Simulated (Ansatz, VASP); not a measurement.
**Two plane-wave programs on NaH**

```
Na H
1.0
     3.40980    0.00000    0.00000
     0.00000    3.41308    0.00000
     0.00000    0.00000    4.99099
Na H
2 2
Direct
  0.00000 0.00000 0.73951
  0.50000 0.50000 0.26049
  0.00000 0.00000 0.33811
  0.50000 0.50000 0.66189
```

Alike in both runs: task relaxation of cell and atoms; functional PBE; k mesh 6 × 6 × 4; occupations gaussian, width 0.1 eV; no spin polarisation.

|  | VASP | Ansatz |
| --- | --- | --- |
| version | VASP 6.6.1 | Ansatz 0.2.0 |
| potentials or method | VASP PAW PBE potentials, release 64 (Na_pv, H), cutoff 600 eV | scalar-relativistic, plane waves, PAW |
| valence electrons in the cell | 16 | 20 |

|  | VASP | Ansatz | Ansatz less VASP |
| --- | --- | --- | --- |
| gap on the k mesh at the Fermi level, each at its own relaxed structure (eV) | 3.76 | 3.76 | +0.008 |
| relaxed volume (Å³/atom) | 14.11 | 14.10 | -0.015 |
| relaxed cell length with the largest relative difference (Å) | 4.849 | 4.828 | -0.0212 |

VASP's potentials hold 16 valence electrons a cell and Ansatz's 20, so a difference there can come from the potentials and not from the codes.
